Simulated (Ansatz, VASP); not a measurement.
# One calculation of In, two programs

```
In
1.0
     3.27163    0.00000    0.00000
    -1.63582    2.83332    0.00000
     0.00000    0.00000   10.50368
In
4
Direct
  0.00000 0.00000 0.00000
  0.33333 0.66667 0.25000
  0.00000 0.00000 0.50000
  0.66667 0.33333 0.75000
```

Alike in both runs: task single point; functional r2SCAN; k mesh 8 × 8 × 3; occupations methfessel-paxton of order 1, width 0.15 eV; no spin polarisation.

|  | VASP | Ansatz |
| --- | --- | --- |
| version | VASP 6.6.1 | Ansatz 0.2.0 |
| potentials or method | VASP PAW PBE potentials, release 64 (In_d), cutoff 520 eV | plane waves, PAW |
| valence electrons in the cell | 52 | 52 |

|  | VASP | Ansatz | Ansatz less VASP |
| --- | --- | --- | --- |
| pressure (GPa) | 4.0 | 4.1 | +0.09 |
| traceless stress, the component that is largest in VASP (GPa) | 1.03 | 1.03 | -0.004 |

VASP's potentials were made for PBE, not for r2SCAN.
